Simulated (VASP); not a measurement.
A run of VASP 6.6.1 is set up as follows.

Contents of INCAR:

```
  ALGO = Normal
  EDIFF = 1E-6
  ENCUT = 520
  ISIF = 2
  ISMEAR = 0
  LASPH = True
  LCHARG = True
  LELF = True
  LREAL = False
  LVHAR = True
  LWAVE = False
  NBANDS = 11
  NELM = 100
  PREC = Accurate
  SIGMA = 0.15
```

KPOINTS

```
k-points
0
Gamma
  16 16 16
```

File POSCAR:

```
Ca
1.0
   -2.2400000000      2.2400000000      2.1952000000
    2.2400000000     -2.2400000000      2.1952000000
    2.2400000000      2.2400000000     -2.1952000000
Ca
1
Direct
    0.0000000000      0.0000000000      0.0000000000
```

Potentials or basis: VASP PAW LDA potentials, release 64 (Ca_sv).

Run with:

```console
$ cat potpaw_LDA.64/Ca_sv/POTCAR > POTCAR
$ mpirun -np 1 vasp_std > vasp.out
```

**Question.** Estimate the band gap on the k mesh.

**Answer.** Zero (band 5 reaches 1.98 eV, above the bottom of band 6 at 1.62 eV).

**Question.** Estimate the pressure.

**Answer.** -2.3 GPa.

Caveat: the cell differs from its parent crystal (strain -0.0200 x Voigt [0, 0, 1, 0, 0, 0]).
